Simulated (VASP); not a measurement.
Input of a VASP 6.6.1 run:

File INCAR:

```
SYSTEM = Ir
PREC = Accurate ; ENCUT = 520
EDIFF = 1E-6 ; ISMEAR = -1
SIGMA = 0.05 ; LREAL = .FALSE.
LASPH = .TRUE. ; NELM = 150
ALGO = Normal ; ISIF = 2
LWAVE = .FALSE. ; LCHARG = .TRUE.
ISPIN = 2 ; MAGMOM = 1 1
LORBIT = 11 ; LMAXMIX = 4
GGA = PE ; LELF = .TRUE.
LVHAR = .TRUE. ; NBANDS = 20
```

The input KPOINTS:

```
Automatic mesh
0
G
  22 22 12
  0 0 0
```

The input POSCAR:

```
Ir
1.0
    2.6710489042      0.0000000000      0.0000000000
   -1.3355244521      2.3131962058      0.0000000000
    0.0000000000      0.0000000000      4.3392160493
Ir
2
Direct
    0.3333333333      0.6666666667      0.2500000000
    0.6666666667      0.3333333333      0.7500000000
```

Potentials or basis: VASP PAW PBE potentials, release 64 (Ir).

Run with:

```bash
$ cat potpaw_PBE.64/Ir/POTCAR > POTCAR
$ mpirun -np 1 vasp_std > vasp.out
```

Q: Predict the pressure.

A: 36.2 GPa.

Q: What does it give for the net moment?

A: 0.00 μB per cell.

Stress tensor (GPa, compression positive):
```
36.08  0.00  0.00
 0.00 36.08  0.00
 0.00  0.00 36.49
```

Caveat: the cell stands under pressure.
